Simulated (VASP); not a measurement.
Input of a VASP 6.6.1 run:

INCAR

```
SYSTEM = Sn
ALGO     = Normal         ! electronic algorithm
DIPOL    = 0.5 0.5 0.502
EDIFF    = 1E-6           ! SCF threshold, eV
ENCUT    = 400            ! plane-wave cutoff, eV
GGA      = PE             ! functional
GGA_COMPAT= .False.      
IDIPOL   = 3            
ISIF     = 2              ! what is computed and relaxed
ISMEAR   = 0              ! smearing method
LASPH    = .True.         ! aspherical terms in the spheres
LCHARG   = .False.        ! write CHGCAR
LDIPOL   = .True.       
LREAL    = .False.        ! projectors in reciprocal space
LWAVE    = .False.        ! write WAVECAR
NBANDS   = 126            ! bands
NELM     = 120            ! most SCF steps
NELMDL   = -8           
PREC     = Accurate       ! precision mode
SIGMA    = 0.1            ! smearing width, eV
```

KPOINTS

```
k-points
0
Gamma
  3 3 1
  0 0 0
```

POSCAR

```
Sn
1.0
    9.4134233238      0.0000000000      0.0000000000
   -4.7067116619      8.1522637350      0.0000000000
    0.0000000000      0.0000000000     20.8037674742
Sn
16
Direct
    0.6666666667      0.3333333333      0.3845457324
    0.6666666667      0.8333333333      0.3845457324
    0.1666666667      0.3333333333      0.3845457324
    0.1666666667      0.8333333333      0.3845457324
    0.5000000000      0.5000000000      0.4307274394
    0.5000000000      0.0000000000      0.4307274394
    0.0000000000      0.5000000000      0.4307274394
    0.0000000000      0.0000000000      0.4307274394
    0.0000000000      0.5000000000      0.5745761105
    0.0000000000      0.0000000000      0.5745761105
    0.5000000000      0.5000000000      0.5745761105
    0.5000000000      0.0000000000      0.5745761105
    0.8333333333      0.6666666667      0.6185835716
    0.8333333333      0.1666666667      0.6185835716
    0.3333333333      0.6666666667      0.6185835716
    0.3333333333      0.1666666667      0.6185835716
```

Potentials or basis: VASP PAW PBE potentials, release 64 (Sn_d).

The run is started by

```console
$ cat potpaw_PBE.64/Sn_d/POTCAR > POTCAR
$ mpirun -np 1 vasp_std > vasp.out
```

Q: What does it give for the largest force?

A: 0.089 eV/Å.

Q: Estimate the band gap on the k mesh.

A: Zero (bands 112 and 113 overlap by 0.12 eV).

Forces in eV/Å, atoms in the order of the input:
```
Sn   0.000  0.000  0.089
Sn   0.000  0.000  0.089
Sn   0.000  0.000  0.089
Sn   0.000  0.000  0.089
Sn   0.000  0.000 -0.084
Sn   0.000  0.000 -0.084
Sn   0.000  0.000 -0.084
Sn   0.000  0.000 -0.084
Sn   0.000  0.000 -0.018
Sn   0.000  0.000 -0.018
Sn   0.000  0.000 -0.018
Sn   0.000  0.000 -0.018
Sn   0.000  0.000  0.012
Sn   0.000  0.000  0.012
Sn   0.000  0.000  0.012
Sn   0.000  0.000  0.012
```

Caveat: spin-orbit coupling is left out, which moves the levels of the heavy elements.
